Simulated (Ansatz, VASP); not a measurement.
One calculation of GeSbTe3, two programs

The input INCAR:

```
  PREC = Accurate
  ENCUT = 500
  EDIFF = 1E-6
  ISMEAR = 0
  SIGMA = 0.15
  LREAL = F
  LASPH = T
  NELM = 120
  ALGO = Normal
  ISIF = 2
  LWAVE = F
  LCHARG = F
  GGA = PE
  NBANDS = 26
  GGA_COMPAT = F
```

The input KPOINTS:

```
regular mesh
0
Gamma
  12 12 12
```

The input POSCAR:

```
GeSbTe3
1.0
    2.0151405988      1.1634419671     10.0885491663
   -2.0151405988      1.1634419671     10.0885491663
    0.0000000000     -2.3268839343     10.0885491663
Ge Sb Te
1 1 3
Direct
    0.5998296922      0.5998296922      0.5998296922
    0.3954376019      0.3954376019      0.3954376019
    0.9991310257      0.9991310257      0.9991310257
    0.7874280286      0.7874280286      0.7874280286
    0.2181746516      0.2181746516      0.2181746516
```

Input for Ansatz:

```yaml
crystal:
  lattice:
    - [2.0151405988, 1.1634419671, 10.0885491663]
    - [-2.0151405988, 1.1634419671, 10.0885491663]
    - [0.0, -2.3268839343, 10.0885491663]
  atoms:
    - { symbol: Ge, position: [0.5998296922, 0.5998296922, 0.5998296922] }
    - { symbol: Sb, position: [0.3954376019, 0.3954376019, 0.3954376019] }
    - { symbol: Te, position: [0.9991310257, 0.9991310257, 0.9991310257] }
    - { symbol: Te, position: [0.7874280286, 0.7874280286, 0.7874280286] }
    - { symbol: Te, position: [0.2181746516, 0.2181746516, 0.2181746516] }
basis:
  ecutwfc: 420
kpoints:
  mp_grid: { grid: [12, 12, 12] }
hamiltonian:
  xc: pbe
scf:
  occupations: { method: gaussian, width: 0.15 }
output:
  forces: true
  stress: true
  eigenvalues: true
```

Change from the starting cell: strain -0.030 along x and y, -0.030 along z, atoms carried along.

Alike in both runs: task single point; functional PBE; k mesh 12 × 12 × 12; occupations gaussian, width 0.15 eV; no spin polarisation.

```csv
,VASP,Ansatz
version,VASP 6.6.1,Ansatz 0.2.0
potentials or method,"VASP PAW PBE potentials, release 64 (Ge_d, Sb, Te), cutoff 500 eV","scalar-relativistic, plane waves, PAW"
valence electrons in the cell,37,77
```

VASP gave:

| Quantity | Value |
| --- | --- |
| gap on the k mesh at the Fermi level (eV) | none |
| pressure (GPa) | 5.3 |
| traceless stress, the component that is largest in VASP (GPa) | 0.33 |
| rms of the force components (eV/Å) | 0.274 |

Q: Estimate Ansatz's values.

A: gap on the k mesh at the Fermi level (eV): none; pressure (GPa): 5.3; traceless stress, the component that is largest in VASP (GPa): 0.30; rms of the force components (eV/Å): 0.264.

Atom by atom the forces differ by 0.011 eV/Å (rms over components). A gap of «none» marks a metal or a gap that the smearing closes. VASP's potentials hold 37 valence electrons a cell and Ansatz's 77, so a difference there can come from the potentials and not from the codes.

Spin-orbit coupling is off throughout.
